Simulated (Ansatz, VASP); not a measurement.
## RbBr: VASP beside Ansatz

```
Rb Br
1.0
     0.00000    3.46083    3.46083
     3.46083    0.00000    3.46083
     3.46083    3.46083    0.00000
Rb Br
1 1
Direct
  0.00000 0.00000 0.00000
  0.50000 0.50000 0.50000
```

Alike in both runs: task single point; functional HSE06; k mesh 4 × 4 × 4; no spin polarisation.

|  | VASP | Ansatz |
| --- | --- | --- |
| version | VASP 6.6.1 | Ansatz 0.2.0 |
| potentials or method | VASP PAW PBE potentials, release 64 (Rb_sv, Br) | plane waves, PAW |
| plane-wave cutoff (eV) | 520 | 420 |
| occupations | gaussian, width 0.01 eV | fixed |
| valence electrons in the cell | 16 | 16 |

```csv
,VASP,Ansatz,Ansatz less VASP
gap on the k mesh at the Fermi level (eV),5.44,5.44,+0.001
pressure (GPa),0.3,0.3,-0.01
```

Ansatz's warnings: stress exchange threshold loose, stress scf threshold loose.
